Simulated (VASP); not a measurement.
Crystal: NbH.

```xyz
4
Lattice="1.8454 -2.3932 0.0000 1.8454 2.3932 0.0000 0.0000 0.0000 4.8042" Properties=species:S:1:pos:R:3 pbc="T T T"
Nb    1.8454   -1.1966    1.2916
Nb    1.8454    1.1966    3.5127
H     0.9227    0.0000    0.0000
H     2.7681    0.0000    0.0000
```

| Property | Result |
| --- | --- |
| Program | VASP 6.6.1 |
| Task | relaxation of cell and atoms |
| Functional | PBEsol |
| Potentials or basis | VASP PAW PBE potentials, release 64 (Nb_sv, H) |
| Cutoff | 500 eV |
| k mesh | 6 × 6 × 4 |
| Occupations | gaussian, width 0.05 eV |
| Spin | no spin polarisation |

At the start: pressure -7.3 GPa; volume 10.61 Å³/atom.

Question: How do energy, volume and symmetry change on relaxing?

Answer: Over 7 steps the energy falls by 10.7 meV/atom and the volume is 10.18 Å³/atom (-4.1 %); space group Cmme (No. 67, to 0.1 Å) before and after.

The path:
| step | energy change (eV) | largest force (eV/Å) | pressure (GPa) | volume (Å³) |
| --- | --- | --- | --- | --- |
| 1 | 0.0000 | 0.0013 | -7.27 | 42.43 |
| 2 | -0.0166 | 0.0548 | 6.45 | 39.55 |
| 3 | -0.0399 | 0.0295 | 0.09 | 40.76 |
| 4 | -0.0422 | 0.0216 | 0.03 | 40.73 |
| 5 | -0.0428 | 0.0627 | 0.00 | 40.71 |
| 6 | -0.0430 | 0.0244 | -0.01 | 40.70 |
| 7 | -0.0430 | 0.0039 | -0.01 | 40.70 |

Final structure:
```
Nb H
1.0
     1.80104   -2.38136    0.00000
     1.80104    2.38136    0.00000
     0.00000    0.00000    4.74498
Nb H
2 2
Direct
  0.75000 0.25000 0.26884
  0.25000 0.75000 0.73116
  0.25000 0.25000 0.00000
  0.75000 0.75000 0.00000
```

Caveat: the PAW data sets were made with another functional, which shifts forces and pressure a little.
